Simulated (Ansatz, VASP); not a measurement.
# Two plane-wave programs on Ti

File INCAR:

```
SYSTEM = Ti
PREC = Accurate ; ENCUT = 520
EDIFF = 1E-6 ; ISMEAR = 0
SIGMA = 0.15 ; LREAL = .False.
LASPH = .True. ; NELM = 60
ALGO = Fast ; ISIF = 2
LWAVE = .False. ; LCHARG = .False.
GGA = PS ; NBANDS = 12
```

The input KPOINTS:

```
Automatic mesh
0
Gamma
  28 28 28
  0 0 0
```

File POSCAR:

```
Ti
1.0
   -0.6411643702      1.7632020181      1.7632020181
    1.7632020181     -0.6411643702      1.7632020181
    1.7632020181      1.7632020181     -0.6411643702
Ti
1
Direct
    0.0000000000      0.0000000000      0.0000000000
```

Input for Ansatz:

```yaml
crystal:
  lattice:
    - [-0.6411643702, 1.7632020181, 1.7632020181]
    - [1.7632020181, -0.6411643702, 1.7632020181]
    - [1.7632020181, 1.7632020181, -0.6411643702]
  atoms:
    - { symbol: Ti, position: [0.0, 0.0, 0.0] }
basis:
  ecutwfc: 420
kpoints:
  mp_grid: { grid: [28, 28, 28] }
hamiltonian:
  xc: pbesol
scf:
  occupations: { method: gaussian, width: 0.15 }
output:
  forces: true
  stress: true
  eigenvalues: true
```

Alike in both runs: task single point; functional PBEsol; k mesh 28 × 28 × 28; occupations gaussian, width 0.15 eV; no spin polarisation.

|  | VASP | Ansatz |
| --- | --- | --- |
| version | VASP 6.6.1 | Ansatz 0.2.0 |
| potentials or method | VASP PAW PBE potentials, release 64 (Ti_sv), cutoff 520 eV | scalar-relativistic, plane waves, PAW |
| valence electrons in the cell | 12 | 12 |

```tsv
	VASP	Ansatz	Ansatz less VASP
gap on the k mesh at the Fermi level (eV)	none	none	-
pressure (GPa)	3.0	3.1	+0.14
traceless stress, the component that is largest in VASP (GPa)	6.91	6.93	+0.022
```

VASP's potentials were made for PBE, not for PBEsol. A gap of «none» marks a metal or a gap that the smearing closes.
